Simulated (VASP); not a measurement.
Set up this calculation in VASP 6.6.1, as the native input.

- Task: dielectric tensor
- Functional: LDA
- Potentials or basis: VASP PAW LDA potentials, release 64 (As, B)
- Cutoff: 520 eV
- k mesh: 10 × 10 × 10
- Occupations: gaussian, width 0.01 eV
- Spin: no spin polarisation
- Dipole correction: no
- Further INCAR settings: ALGO = Normal; EDIFF = 1e-08

The structure of BAs lies in POSCAR:

```
BAs
1.0
    0.0000000000      2.3885000000      2.3885000000
    2.3885000000      0.0000000000      2.3885000000
    2.3885000000      2.3885000000      0.0000000000
As B
1 1
Direct
    0.7500000000      0.7500000000      0.7500000000
    0.0000000000      0.0000000000      0.0000000000
```

These files were run (other wordings do the same):

INCAR

```
ALGO = Normal
EDIFF = 1E-8
ENCUT = 520
GGA = CA
ISIF = 2
ISMEAR = 0
LASPH = T
LCHARG = F
LEPSILON = T
LREAL = F
LWAVE = F
NELM = 80
PREC = Accurate
SIGMA = 0.01
```

KPOINTS

```
k-points
0
Gamma
  10 10 10
```

Potentials or basis: VASP PAW LDA potentials, release 64 (As, B).

Run with:

```console
$ cat potpaw_LDA.64/As/POTCAR potpaw_LDA.64/B/POTCAR > POTCAR
$ mpirun -np 1 vasp_std > vasp.out
```

It gave:

```yaml
Band_gap_on_the_k_mesh: 1.12 eV, indirect (least direct gap 3.25 eV)
Electronic_dielectric_tensor_diagonal: 9.85
Born_charges_mean_of_the_diagonal: As +0.49; B -0.49 e
```

Run time: 2.1 min on 1 thread of Intel(R) Xeon(R) Platinum 8488C (Sapphire Rapids), on a shared host, peak memory 0.23 GiB.
